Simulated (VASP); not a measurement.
The system is Hf2Si.

```xyz
6
Lattice="-3.2754 3.2754 2.5828 3.2754 -3.2754 2.5828 3.2754 3.2754 -2.5828" Properties=species:S:1:pos:R:3 pbc="T T T"
Hf    1.0251    2.2503    2.5828
Hf    2.2503   -1.0251    2.5828
Hf    2.2503    1.0251    0.0000
Hf    1.0251    4.3004    0.0000
Si    0.0000    0.0000    3.8742
Si    0.0000    0.0000    1.2914
```

```yaml
Program: VASP 6.6.1
Task: relaxation of cell and atoms
Functional: PBEsol
Potentials_or_basis: VASP PAW PBE potentials, release 64 (Hf_pv, Si)
Cutoff: 600 eV
k_mesh: 10 × 10 × 10
Occupations: gaussian, width 0.1 eV
Spin: no spin polarisation
```

At the start: pressure -2.6 GPa; volume 18.47 Å³/atom.

Problem. How do energy, volume and symmetry change on relaxing?

Solution. Over 5 steps the energy falls by 2.7 meV/atom and the volume is 18.14 Å³/atom (-1.8 %); space group I4/mcm (No. 140, to 0.1 Å) before and after.

The path:
```tsv
step	energy change (eV)	largest force (eV/Å)	pressure (GPa)	volume (Å³)
1	0.0000	0.0336	-2.57	110.83
2	0.0178	0.0167	4.06	106.15
3	-0.0160	0.0159	-0.01	108.89
4	-0.0160	0.0153	0.05	108.85
5	-0.0161	0.0055	0.05	108.86
```

Final structure:
```
Hf Si
1.0
    -3.25414    3.25414    2.56991
     3.25414   -3.25414    2.56991
     3.25414    3.25414   -2.56991
Hf Si
4 2
Direct
  0.84337 0.65663 0.50000
  0.34337 0.84337 0.18674
  0.15663 0.34337 0.50000
  0.65663 0.15663 0.81326
  0.75000 0.75000 0.00000
  0.25000 0.25000 0.00000
```

Caveat: the PAW data sets were made with another functional, which shifts forces and pressure a little.
